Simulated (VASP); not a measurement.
Write the native input for VASP 6.6.1 that does the following.

- Task: single point
- Functional: r2SCAN
- Potentials or basis: VASP PAW PBE potentials, release 64 (Zr_sv, C)
- Cutoff: 520 eV
- k mesh: 12 × 12 × 12
- Occupations: fermi-dirac, width 0.1 eV
- Spin: no spin polarisation
- Dipole correction: no
- Further INCAR settings: ALGO = Normal; EDIFF = 1e-06; NBANDS = 15

The system is ZrC.

```
Zr C
1.0
     0.00000    2.32426    2.32426
     2.32426    0.00000    2.32426
     2.32426    2.32426    0.00000
Zr C
1 1
Direct
  0.50000 0.50000 0.50000
  0.00000 0.00000 0.00000
```

These files were run (other wordings do the same):

POSCAR

```
ZrC
1.0
    0.0000000000      2.3242612600      2.3242612600
    2.3242612600      0.0000000000      2.3242612600
    2.3242612600      2.3242612600      0.0000000000
Zr C
1 1
Direct
    0.5000000000      0.5000000000      0.5000000000
    0.0000000000      0.0000000000      0.0000000000
```

INCAR.step1

```
PREC = Accurate
ENCUT = 520
ISMEAR = -1
SIGMA = 0.1
LREAL = False
LASPH = True
NELM = 80
NBANDS = 15
GGA = PE
ALGO = Normal
EDIFF = 1E-4
LWAVE = True
LCHARG = False
```

INCAR.step2

```
PREC = Accurate
ENCUT = 520
EDIFF = 1E-6
ISMEAR = -1
SIGMA = 0.1
LREAL = False
LASPH = True
NELM = 80
ALGO = Normal
ISIF = 2
LWAVE = False
LCHARG = False
METAGGA = R2SCAN
LMIXTAU = True
NBANDS = 15
ISTART = 1
```

KPOINTS

```
regular mesh
0
Gamma
  12 12 12
```

Potentials or basis: VASP PAW PBE potentials, release 64 (Zr_sv, C).

The run is started by

```console
$ cat potpaw_PBE.64/Zr_sv/POTCAR potpaw_PBE.64/C/POTCAR > POTCAR
$ cp INCAR.step1 INCAR
$ mpirun -np 1 vasp_std > vasp.out
$ cp INCAR.step2 INCAR
$ mpirun -np 1 vasp_std > vasp.out
```

It gave:

```json
{
  "Pressure": "10.3 GPa",
  "Band gap on the k mesh": "zero (band 8 reaches 10.97 eV, above the bottom of band 9 at 9.63 eV)"
}
```

Caveat: the PAW data sets were made with another functional, which shifts forces and pressure a little.

Run time: 50 s on 1 thread of Intel(R) Xeon(R) Platinum 8259CL CPU @ 2.50GHz (Skylake/Cascade Lake), on a shared host, peak memory 0.16 GiB.
